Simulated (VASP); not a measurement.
Wanted: the native input for a VASP 6.6.1 run.

| Property | Result |
| --- | --- |
| Task | single point |
| Functional | PBE |
| Potentials or basis | VASP PAW PBE potentials, release 64 (Mg, O) |
| Cutoff | 600 eV |
| k mesh | 13 × 13 × 13 |
| Occupations | fermi-dirac, width 0.02 eV |
| Spin | no spin polarisation |
| Dipole correction | no |
| Further INCAR settings | ALGO = Normal; EDIFF = 1e-06; NBANDS = 11 |

The structure of MgO lies in POSCAR:

```
MgO
1.0
    0.0000000000      2.0185000000      1.9983150000
    2.0185000000      0.0000000000      1.9983150000
    2.0185000000      2.0185000000      0.0000000000
Mg O
1 1
Direct
    0.0000000000      0.0000000000      0.0000000000
    0.5000000000      0.5000000000      0.5000000000
```

This cell differs from its parent crystal: z stretched by -1 %, then relaxed in part.

One way to write it, as run:

INCAR

```
PREC = Accurate
ENCUT = 600
EDIFF = 1E-6
ISMEAR = -1
SIGMA = 0.02
LREAL = F
LASPH = T
NELM = 120
ALGO = Normal
ISIF = 2
LWAVE = F
LCHARG = F
GGA = PE
NBANDS = 11
GGA_COMPAT = F
```

KPOINTS

```
Automatic mesh
0
Gamma
  13 13 13
```

Potentials or basis: VASP PAW PBE potentials, release 64 (Mg, O).

Run with:

```sh
$ cat potpaw_PBE.64/Mg/POTCAR potpaw_PBE.64/O/POTCAR > POTCAR
$ mpirun -np 1 vasp_std > vasp.out
```

It gave:

```json
{"Pressure": "34.2 GPa", "Band gap on the k mesh": "6.18 eV"}
```

Caveat: the cell differs from its parent crystal (z stretched by -1 %, then relaxed in part); the cell stands under pressure; an odd mesh through Γ misses points on the zone boundary, where band edges can lie.

Wall time 10 s on 1 thread of Intel(R) Xeon(R) 6975P-C (Granite Rapids) (shared host), peak memory 0.17 GiB.
